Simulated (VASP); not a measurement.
LiBr:

```xyz
2
Lattice="0.0000 2.7396 2.7396 2.7396 0.0000 2.7396 2.7396 2.7396 0.0000" Properties=species:S:1:pos:R:3 pbc="T T T"
Li    0.0000    0.0000    0.0000
Br    2.7396    2.7396    2.7396
```

Base run:

* Program: VASP 6.6.1
* Functional: PBE
* Potentials or basis: VASP PAW PBE potentials, release 64 (Li_sv, Br)
* Cutoff: 750 eV
* k mesh: 6 × 6 × 6
* Occupations: gaussian, width 0.01 eV
* Spin: no spin polarisation

Its results: band gap on the k mesh 4.99 eV; pressure 0.4 GPa.

**Question.** After a change of settings the same cell gave: band gap on the k mesh 7.01 eV; pressure -0.6 GPa. Which change was it?
A. functional from PBE to HSE06; cutoff from 750 eV to 650 eV; k mesh from 6 × 6 × 6 to 4 × 4 × 4
B. functional from PBE to PBE-based screened hybrid with 35 % exact exchange; cutoff from 750 eV to 650 eV; k mesh from 6 × 6 × 6 to 4 × 4 × 4
C. functional from PBE to PBE-based screened hybrid with 50 % exact exchange; cutoff from 750 eV to 650 eV; k mesh from 6 × 6 × 6 to 4 × 4 × 4

**Answer.** C.

Caveats: some runs use coarse meshes; the PAW data sets were made with another functional, which shifts forces and pressure a little (at least some runs).
